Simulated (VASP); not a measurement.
# CuO (C2/c) in VASP: a series of runs, part 2 of 2

VASP 6.6.1. The steps go on from the part before.

## Step 3: Single point, PBE

This run uses another cell than the first one, of 11.20 Å³/atom.

Input file INCAR:

```
ALGO = Fast
EDIFF = 1E-6
ENCUT = 520
GGA = PE
ISIF = 2
ISMEAR = 0
LASPH = T
LCHARG = F
LREAL = F
LWAVE = F
NBANDS = 25
NELM = 80
PREC = Accurate
SIGMA = 0.1
```

Input file KPOINTS:

```
k-points
0
Gamma
  16 16 8
```

Input file POSCAR:

```
CuO
1.0
    2.0814198400     -2.0824190007      0.1629647970
    2.0814198400      2.0824190007      0.1629647970
   -0.4035310936      0.0000000000      5.1352739944
Cu O
2 2
Direct
    0.0000000000      0.5000000000      0.0000000000
    0.5000000000      0.0000000000      0.5000000000
    0.5000828542      0.4999171458      0.2500000000
    0.4999171458      0.5000828542      0.7500000000
```

Potentials or basis: VASP PAW PBE potentials, release 64 (Cu, O).

Started as:

```console
$ cat potpaw_PBE.64/Cu/POTCAR potpaw_PBE.64/O/POTCAR > POTCAR
$ mpirun -np 1 vasp_std > vasp.out
```

OUTCAR:

```text
EDIFF = 1E-6
   ENCUT = 520
   GGA = PE
   ISIF = 2
   ISMEAR = 0
   LASPH = T
   LREAL = F
   NELM = 80
   PREC = Accurate

 ion  position               nearest neighbor table
   1  0.000  0.500  0.000-   3 1.96   4 1.96   4 1.96   3 1.96
   2  0.500  0.000  0.500-   4 1.96   3 1.96   4 1.96   3 1.96
   3  0.500  0.500  0.250-   2 1.96   1 1.96   2 1.96   1 1.96
   4  0.500  0.500  0.750-   1 1.96   2 1.96   2 1.96   1 1.96

  LATTYP: Found a base centered monoclinic cell.
 ALAT       =     4.1755795169
 B/A-ratio  =     0.9974275390
 C/A-ratio  =     1.2336262212
 COS(beta)  =    -0.0002834871

  Lattice vectors:

 A1 = (   2.0814198400,  -2.0824190007,   0.1629647970)
 A2 = (   2.0814198400,   2.0824190007,   0.1629647970)
 A3 = (  -0.4035310936,   0.0000000000,   5.1352739944)

Analysis of symmetry for initial positions (statically):
=====================================================================
 Subroutine PRICEL returns:
 Original cell was already a primitive cell.

 Routine SETGRP: Setting up the symmetry group for a
 base centered monoclinic supercell.

 Subroutine GETGRP returns: Found  4 space group operations
 (whereof  2 operations were pure point group operations)
 out of a pool of  4 trial point group operations.

The static configuration has the point symmetry S_2 .
 The point group associated with its full space group is C_2h.

Analysis of symmetry for dynamics (positions and initial velocities):
=====================================================================
 Subroutine PRICEL returns:
 Original cell was already a primitive cell.

 Routine SETGRP: Setting up the symmetry group for a
 base centered monoclinic supercell.

 Subroutine GETGRP returns: Found  4 space group operations
[... 124 lines left out ...]
   EFERMI_NEDOS =   21; number of points for ismear=-14 and -15
   IALGO  =     68    algorithm
   IMIX   =      4    mixing-type and parameters
     AMIX     =   0.40;   BMIX     =  1.00
     AMIX_MAG =   1.60;   BMIX_MAG =  1.00
  volume/ion in A,a.u.               =      11.20        75.57
  Fermi-wavevector in a.u.,A,eV,Ry     =   1.493388  2.822095 30.343829  2.230209
  Thomas-Fermi vector in A             =   2.605795
   LORBIT       =      0    0 simple, 1 ext, 2 COOP (PROOUT), +10 PAW based schemes
   GGA     = PE    functional components
   LHFCALC =     F    Hartree Fock is set to
   AEXX    =    0.0000 exact exchange contribution
   IVDW    =     0    specifies the selected vdW correction
   LEPSILON=     F    determine dielectric tensor
   LRPA    =     F    only Hartree local field effects (RPA)
 non-spin polarized calculation
 RMM-DIIS sequential band-by-band and
 Gauss-broadening in eV      SIGMA  =   0.10
  energy-cutoff  :      520.00
  volume of cell :       44.79
 maximum number of plane-waves:      1236
 NGX is ok and might be reduce to    24
   NGX = 11   NGY = 11   NGZ = 19

 number of electron      34.0000018 magnetization

 Free energy of the ion-electron system (eV)
  ---------------------------------------------------
  ext. energy  EPLUGINS =         0.00000000
  ---------------------------------------------------
  free energy    TOTEN  =       -19.73617728 eV

  energy without entropy =      -19.72413080  energy(sigma->0) =      -19.73015404

 E-fermi :   4.7767     XC(G=0): -11.2570

 val. band max:        4.7718974650   @ k =   0.1875   0.1250   0.1250
 cond. band min:       4.7777128680   @ k =  -0.1250   0.1250   0.2500
 fundamental gap:      0.0058154030
 Fermi energy:         4.7767354351

 k-point     1 :       0.0000    0.0000    0.0000
  band No.  band energies     occupation
      1     -14.9481      2.00000
      2     -13.6546      2.00000
      3      -3.2350      2.00000
      4      -0.6012      2.00000
      5      -0.5959      2.00000
      6       1.0878      2.00000
[... 661 lines left out ...]
     24      19.3741      0.00000
     25      19.5110      0.00000

 [... further k-points ...]

------------------------ aborting loop because EDIFF is reached ----------------------------------------

  FORCE on cell =-STRESS in cart. coord.  units (eV):
  Direction    XX          YY          ZZ          XY          YZ          ZX
  --------------------------------------------------------------------------------------
  -------------------------------------------------------------------------------------
  Total        0.1350853      0.1444089      0.2504520      0.0000000      0.0000000     -0.0085742
  in kB        4.8320734      5.1655829      8.9588024      0.0000000      0.0000000     -0.3067026
  external PRESSURE =       6.3188196 kB  Pullay stress =       0.0000000 kB

 VOLUME and BASIS-vectors are now :
 -----------------------------------------------------------------------------
  energy-cutoff  :      520.00
  volume of cell :       44.79
      direct lattice vectors                 reciprocal lattice vectors
     2.081419840 -2.082419001  0.162964797     0.238751731 -0.240105377  0.018761170
     2.081419840  2.082419001  0.162964797     0.238751731  0.240105377  0.018761170
    -0.403531094  0.000000000  5.135273994    -0.015153282  0.000000000  0.193540828

 POSITION                                       TOTAL-FORCE (eV/Angst)
 -----------------------------------------------------------------------------------
      1.04071      1.04121      0.08148        -0.000000      0.000000     -0.000000
      0.83894     -1.04121      2.64912        -0.000000      0.000000     -0.000000
      1.98054     -0.00035      1.44678        -0.000000      0.000165     -0.000000
      1.77877      0.00035      4.01442         0.000000     -0.000165      0.000000
 -----------------------------------------------------------------------------------
    total drift:                                0.000000     -0.000000     -0.000000

  FREE ENERGIE OF THE ION-ELECTRON SYSTEM (eV)
  ---------------------------------------------------
  free  energy   TOTEN  =       -19.7361772783 eV

  energy  without entropy=      -19.7241308004  energy(sigma->0) =      -19.73015404
```

OSZICAR:

```text
N       E                     dE             d eps       ncg     rms          rms(c)
DAV:   1     0.301292142263E+03    0.30129E+03   -0.16360E+04 29076   0.209E+03
DAV:   2     0.134318703566E+02   -0.28786E+03   -0.26482E+03 28266   0.392E+02
DAV:   3    -0.247247082292E+02   -0.38157E+02   -0.36124E+02 35302   0.158E+02
DAV:   4    -0.260449971977E+02   -0.13203E+01   -0.13131E+01 34188   0.312E+01
DAV:   5    -0.260713149917E+02   -0.26318E-01   -0.26303E-01 35994   0.393E+00    0.178E+01
RMM:   6    -0.236747583532E+02    0.23966E+01   -0.39896E+01 32910   0.850E+01    0.143E+01
RMM:   7    -0.197746183416E+02    0.39001E+01   -0.12166E+01 32470   0.455E+01    0.266E+00
RMM:   8    -0.197588706499E+02    0.15748E-01   -0.35309E-01 35963   0.424E+00    0.166E+00
RMM:   9    -0.197496301629E+02    0.92405E-02   -0.10468E-01 36479   0.341E+00    0.940E-01
RMM:  10    -0.197356141453E+02    0.14016E-01   -0.41962E-02 36558   0.201E+00    0.186E-01
RMM:  11    -0.197358417475E+02   -0.22760E-03   -0.93781E-03 35356   0.114E+00    0.137E-01
RMM:  12    -0.197360259237E+02   -0.18418E-03   -0.39031E-03 36010   0.569E-01    0.423E-02
RMM:  13    -0.197361534428E+02   -0.12752E-03   -0.16093E-03 37964   0.348E-01    0.153E-02
RMM:  14    -0.197361757997E+02   -0.22357E-04   -0.27381E-04 36168   0.101E-01    0.747E-03
RMM:  15    -0.197361868038E+02   -0.11004E-04   -0.36053E-05 33744   0.697E-02    0.250E-02
RMM:  16    -0.197361769971E+02    0.98067E-05   -0.27953E-05 31621   0.649E-02    0.218E-03
RMM:  17    -0.197361772783E+02   -0.28120E-06   -0.42306E-06 26461   0.150E-02
   1 F= -.19736177E+02 E0= -.19730154E+02  d E =-.120465E-01
```

Wall time 13 min (1 thread of Oxide Virtual Turin-like, shared host); peak memory 0.54 GiB.

Results:

```yaml
Free_energy: -19.7362 eV
Pressure: 0.6 GPa
Band_gap_on_the_k_mesh: zero (bands 17 and 18 overlap by 1.18 eV)
```

Caveat: semilocal functionals often make such compounds metallic where correlation or magnetic order opens a gap, which also shifts bond lengths. With open d or f shells a metallic result of PBE can be an artefact of self-interaction; +U or a hybrid may open a gap.
